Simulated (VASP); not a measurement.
# Zn (P6_3/mmc) in VASP: settings compared, part 2 of 2

VASP 6.6.1.

## Step 3: Single point, PBEsol+D3(BJ)

Contents of INCAR:

```
SYSTEM = Zn
  ALGO = Fast
  EDIFF = 1E-6
  ENCUT = 520
  GGA = PS
  ISIF = 2
  ISMEAR = -1
  IVDW = 12
  LASPH = .TRUE.
  LCHARG = .FALSE.
  LREAL = .FALSE.
  LWAVE = .FALSE.
  NBANDS = 19
  NELM = 100
  PREC = Accurate
  SIGMA = 0.05
```

Contents of KPOINTS:

```
k-points
0
G
  11 11 6
  0 0 0
```

Contents of POSCAR:

```
Zn
1.0
    2.6500214064      0.0000000000      0.0000000000
   -1.3250107032      2.2949858585      0.0000000000
    0.0000000000      0.0000000000      4.3765826247
Zn
2
Direct
    0.6666666667      0.3333333333      0.7500000000
    0.3333333333      0.6666666667      0.2500000000
```

Potentials or basis: VASP PAW PBE potentials, release 64 (Zn).

Started as:

```console
> cat potpaw_PBE.64/Zn/POTCAR > POTCAR
> mpirun -np 1 vasp_std > vasp.out
```

Wall time 79 s (1 thread of AMD EPYC 7R13, shared host); peak memory 0.13 GiB.

Results (log left out):

```
Free energy                : -3.9830 eV
Pressure                   : 0.8 GPa
Band gap on the k mesh     : zero (band 12 reaches 5.47 eV, above the bottom of band 13 at 2.59 eV)
Dispersion energy per atom : -0.411 eV
```

Levels at points of the mesh, in eV from the Fermi level:
```tsv
k point	band 8	band 9	band 10	band 11	band 12	band 13	band 14	band 15	band 16	band 17
(0.00, 0.00, 0.00)	-7.92	-7.92	-7.48	-7.48	-3.87	-1.59	16.45	16.45	18.27	18.38
(0.00, 0.00, 0.50)	-8.19	-7.62	-7.62	-7.62	-7.62	7.44	7.44	18.21	18.21	18.21
```

Caveat: the PAW data sets were made with another functional, which shifts forces and pressure a little; pairwise dispersion overbinds metals, which lowers pressure and volume.

## Step 4: Single point, PBEsol+D3(BJ)

This run uses another cell than the first one, of 13.46 Å³/atom, 1.011 times its volume.

Contents of INCAR:

```
ALGO = Fast ; EDIFF = 1E-7
ENCUT = 520 ; GGA = PS
ISIF = 2 ; ISMEAR = -1
IVDW = 12 ; LASPH = T
LCHARG = F ; LREAL = F
LWAVE = F ; NBANDS = 19
NELM = 60 ; PREC = Accurate
SIGMA = 0.05
```

Contents of KPOINTS:

```
k-points
0
Gamma
  11 11 6
```

Contents of POSCAR:

```
Zn
1.0
    2.6601710032      0.0000000000      0.0000000000
   -1.3300855016      2.3037756672      0.0000000000
    0.0000000000      0.0000000000      4.3912991222
Zn
2
Direct
    0.6666666667      0.3333333333      0.7500000000
    0.3333333333      0.6666666667      0.2500000000
```

Potentials or basis: VASP PAW PBE potentials, release 64 (Zn).

Started as:

```console
> cat potpaw_PBE.64/Zn/POTCAR > POTCAR
> mpirun -np 1 vasp_std > vasp.out
```

OUTCAR:

```text
EDIFF = 1E-7
   ENCUT = 520
   GGA = PS
   ISIF = 2
   ISMEAR = -1
   IVDW = 12
   LASPH = T
   LREAL = F
   NELM = 60
   PREC = Accurate
 IVDW          = 12

 ion  position               nearest neighbor table
   1  0.667  0.333  0.750-   2 2.68   2 2.68   2 2.68   2 2.68   2 2.68   2 2.68
   2  0.333  0.667  0.250-   1 2.68   1 2.68   1 2.68   1 2.68   1 2.68   1 2.68

  LATTYP: Found a hexagonal cell.
 ALAT       =     2.6601710032
 C/A-ratio  =     1.6507582095

  Lattice vectors:

[... 719 lines left out ...]

 Edisp (eV)   -0.81326

 E8    (eV) :    -0.5252

  FORCE on cell =-STRESS in cart. coord.  units (eV):
  Direction    XX          YY          ZZ          XY          YZ          ZX
  --------------------------------------------------------------------------------------
  -------------------------------------------------------------------------------------
  Total      -0.07887    -0.07887    -0.08792     0.00000    -0.00000     0.00000
  in kB      -4.69550    -4.69550    -5.23436     0.00000    -0.00000     0.00000
  external pressure =       -4.88 kB  Pullay stress =        0.00 kB

 VOLUME and BASIS-vectors are now :
 -----------------------------------------------------------------------------
  energy-cutoff  :      520.00
  volume of cell :       26.91
      direct lattice vectors                 reciprocal lattice vectors
     2.660171003  0.000000000  0.000000000     0.375915683  0.217035021  0.000000000
    -1.330085502  2.303775667  0.000000000     0.000000000  0.434070042  0.000000000
     0.000000000  0.000000000  4.391299122     0.000000000  0.000000000  0.227723043

 POSITION                                       TOTAL-FORCE (eV/Angst)
 -----------------------------------------------------------------------------------
      1.33009      0.76793      3.29347         0.000000     -0.000000      0.000000
     -0.00000      1.53585      1.09782        -0.000000      0.000000      0.000000
 -----------------------------------------------------------------------------------
    total drift:                                0.000000     -0.000000      0.000000

  FREE ENERGIE OF THE ION-ELECTRON SYSTEM (eV)
  ---------------------------------------------------
  free  energy   TOTEN  =        -3.9830070721 eV

  energy  without entropy=       -3.9806095834  energy(sigma->0) =       -3.98180833
```

OSZICAR:

```text
N       E                     dE             d eps       ncg     rms          rms(c)
DAV:   1     0.113643685680E+03    0.11364E+03   -0.12347E+04  2528   0.207E+03
DAV:   2     0.179963682917E+01   -0.11184E+03   -0.10806E+03  2447   0.302E+02
DAV:   3    -0.350269360117E+01   -0.53023E+01   -0.52793E+01  2712   0.716E+01
DAV:   4    -0.353317605945E+01   -0.30482E-01   -0.30475E-01  2746   0.553E+00
DAV:   5    -0.353320822355E+01   -0.32164E-04   -0.32164E-04  2646   0.164E-01    0.538E+00
RMM:   6    -0.319574850188E+01    0.33746E+00   -0.11755E+00  2831   0.130E+01    0.386E+00
RMM:   7    -0.317945223793E+01    0.16296E-01   -0.38660E-02  2931   0.276E+00    0.192E+00
RMM:   8    -0.316990600874E+01    0.95462E-02   -0.67893E-03  2815   0.640E-01    0.145E-01
RMM:   9    -0.316977752585E+01    0.12848E-03   -0.18280E-03  2993   0.609E-01    0.969E-02
RMM:  10    -0.316974639693E+01    0.31129E-04   -0.18558E-04  2947   0.137E-01    0.166E-02
RMM:  11    -0.316974783742E+01   -0.14405E-05   -0.13278E-05  2974   0.395E-02    0.409E-03
RMM:  12    -0.316974791671E+01   -0.79285E-07   -0.69241E-07  2712   0.856E-03
   1 F= -.39830071E+01 E0= -.39818083E+01  d E =-.239749E-02
```

stdout:

```text
POSCAR found type information on POSCAR Zn
 POSCAR found :  1 types and       2 ions
 scaLAPACK will be used
 -----------------------------------------------------------------------------
|                                                                             |
|                                                                             |
|     You enforced a specific xc type in the INCAR file but a different       |
|     I HOPE YOU KNOW WHAT YOU ARE DOING!                                     |
|                                                                             |
 -----------------------------------------------------------------------------

 LDA part: xc-table for (Slater+PW92), standard interpolation
 POSCAR, INCAR and KPOINTS ok, starting setup
 FFT: planning ... GRIDC
 FFT: planning ... GRID_SOFT
 FFT: planning ... GRID
 WAVECAR not read
 entering main loop
```

Wall time 82 s (1 thread of AMD EPYC 7R13, shared host); peak memory 0.13 GiB.

What came out:

- Free energy: -3.9830 eV
- Pressure: -0.5 GPa
- Band gap on the k mesh: zero (band 12 reaches 5.38 eV, above the bottom of band 13 at 2.49 eV)
- Dispersion energy per atom: -0.407 eV

Caveat: three body term missing; the PAW data sets were made with another functional, which shifts forces and pressure a little; pairwise dispersion overbinds metals, which lowers pressure and volume.

## Step 5: Summary

```csv
level,cell,gap on the mesh (eV),pressure (GPa)
PBEsol,"a = 2.650, b = 2.650, c = 4.377 Å, angles 90.0, 90.0, 120.0°, 2 atoms",none,5.6
PBEsol+D3(BJ),"a = 2.650, b = 2.650, c = 4.377 Å, angles 90.0, 90.0, 120.0°, 2 atoms",none,0.8
PBEsol+D3(BJ),"a = 2.660, b = 2.660, c = 4.391 Å, angles 90.0, 90.0, 120.0°, 2 atoms",none,-0.5
```

Alike in all rows: task single point; potentials or basis VASP PAW PBE potentials, release 64 (Zn); no spin polarisation; k mesh 11 × 11 × 6; cutoff (eV) 520; smearing fermi-dirac 0.05 eV.

Caveats: the PAW data sets were made with another functional, which shifts forces and pressure a little; pairwise dispersion overbinds metals, which lowers pressure and volume (some runs); three body term missing (some runs).

Absolute energies hang on the potentials; compare differences alone.
